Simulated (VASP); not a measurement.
Wanted: the native input for a VASP 6.6.1 run.

```
Task                   : single point
Functional             : PBE
Potentials or basis    : VASP PAW PBE potentials, release 64 (Al, N)
Cutoff                 : 520 eV
k mesh                 : 8 × 8 × 8
Occupations            : gaussian, width 0.01 eV
Spin                   : no spin polarisation
Dipole correction      : no
Further INCAR settings : ALGO = Normal; EDIFF = 1e-06; NBANDS = 11
```

The structure of AlN lies in POSCAR:

```
AlN
1.0
    3.0886330000      0.0000000000      0.0000000000
    1.5443165000      2.6748346410      0.0000000000
    1.5443165000      0.8916115470      2.5218582842
Al N
1 1
Direct
    0.0000000000      0.0000000000      0.0000000000
    0.7500000000      0.7500000000      0.7500000000
```

One way to write it, as run:

INCAR

```
  ALGO = Normal
  EDIFF = 1E-6
  ENCUT = 520
  GGA = PE
  ISIF = 2
  ISMEAR = 0
  LASPH = True
  LCHARG = True
  LELF = True
  LREAL = False
  LVHAR = True
  LWAVE = False
  NBANDS = 11
  NELM = 100
  PREC = Accurate
  SIGMA = 0.01
```

KPOINTS

```
k-points
0
Gamma
  8 8 8
```

Potentials or basis: VASP PAW PBE potentials, release 64 (Al, N).

The run is started by

```sh
$ cat potpaw_PBE.64/Al/POTCAR potpaw_PBE.64/N/POTCAR > POTCAR
$ mpirun -np 1 vasp_std > vasp.out
```

It gave:

* Pressure: 4.6 GPa
* Band gap on the k mesh: 3.32 eV, indirect (least direct gap 4.20 eV)

Run time: 7.4 s on 1 thread of AMD EPYC 7R43 64-Core Processor (Zen 3) (shared host), peak memory 0.1 GiB.
